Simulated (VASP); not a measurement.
Set up this calculation in VASP 6.6.1, as the native input.

```yaml
Task: density of states
Functional: PBEsol
Potentials_or_basis: VASP PAW PBE potentials, release 64 (Be, Zn, Te)
Cutoff: 520 eV
k_mesh: 6 × 6 × 6
Occupations: gaussian, width 0.02 eV
Spin: no spin polarisation
Dipole_correction: no
k_mesh_for_the_DOS: 9 × 9 × 9
Occupations_for_the_DOS: tetrahedron
Further_INCAR_settings: ALGO = Normal; EDIFF = 1e-07; NBANDS = 41
```

BeZn3Te4:

```
CELL_PARAMETERS angstrom
-3.02502 3.02502 6.03793
3.02502 -3.02502 6.03793
3.02502 3.02502 -6.03793
ATOMIC_POSITIONS crystal
Be 0.50000 0.50000 0.00000
Zn 0.00000 0.00000 0.00000
Zn 0.25000 0.75000 0.50000
Zn 0.75000 0.25000 0.50000
Te 0.85449 0.85449 0.47071
Te 0.38377 0.38377 0.52929
Te 0.14551 0.61623 0.00000
Te 0.61623 0.14551 0.00000
```

The input as run:

POSCAR

```
BeZn3Te4
1.0
   -3.0250219000      3.0250219000      6.0379288000
    3.0250219000     -3.0250219000      6.0379288000
    3.0250219000      3.0250219000     -6.0379288000
Be Zn Te
1 3 4
Direct
    0.5000000000      0.5000000000      0.0000000000
    0.0000000000      0.0000000000      0.0000000000
    0.2500000000      0.7500000000      0.5000000000
    0.7500000000      0.2500000000      0.5000000000
    0.8544870000      0.8544870000      0.4707150000
    0.3837720000      0.3837720000      0.5292850000
    0.1455130000      0.6162280000      0.0000000000
    0.6162280000      0.1455130000      0.0000000000
```

INCAR.step1

```
PREC = Accurate
ENCUT = 520
EDIFF = 1E-7
ISMEAR = 0
SIGMA = 0.02
LREAL = False
LASPH = True
NELM = 80
ALGO = Normal
ISIF = 2
LWAVE = False
LCHARG = True
GGA = PS
NBANDS = 41
```

KPOINTS.step1

```
Automatic mesh
0
Gamma
  6 6 6
```

INCAR.step2

```
PREC = Accurate
ENCUT = 520
EDIFF = 1E-7
ISMEAR = -5
SIGMA = 0.02
LREAL = False
LASPH = True
NELM = 80
ALGO = Normal
ISIF = 2
LWAVE = False
LCHARG = False
GGA = PS
LORBIT = 11
NBANDS = 41
NEDOS = 1001
ICHARG = 11
```

KPOINTS.step2

```
Automatic mesh
0
Gamma
  9 9 9
```

Potentials or basis: VASP PAW PBE potentials, release 64 (Be, Zn, Te).

Launch:

```bash
$ cat potpaw_PBE.64/Be/POTCAR potpaw_PBE.64/Zn/POTCAR potpaw_PBE.64/Te/POTCAR > POTCAR
$ cp INCAR.step1 INCAR
$ cp KPOINTS.step1 KPOINTS
$ mpirun -np 1 vasp_std > vasp.out
$ cp INCAR.step2 INCAR
$ cp KPOINTS.step2 KPOINTS
$ mpirun -np 1 vasp_std > vasp.out
```

Results of the run:

* Valence electrons inside the program's atomic spheres: Be 0.89; Zn 10.71, 10.73; Te 3.44

Caveat: spin-orbit coupling is left out, which moves the levels of the heavy elements.

Wall time 16 min on 1 thread of Intel(R) Xeon(R) 6975P-C (Granite Rapids), on a shared host, peak memory 0.79 GiB.
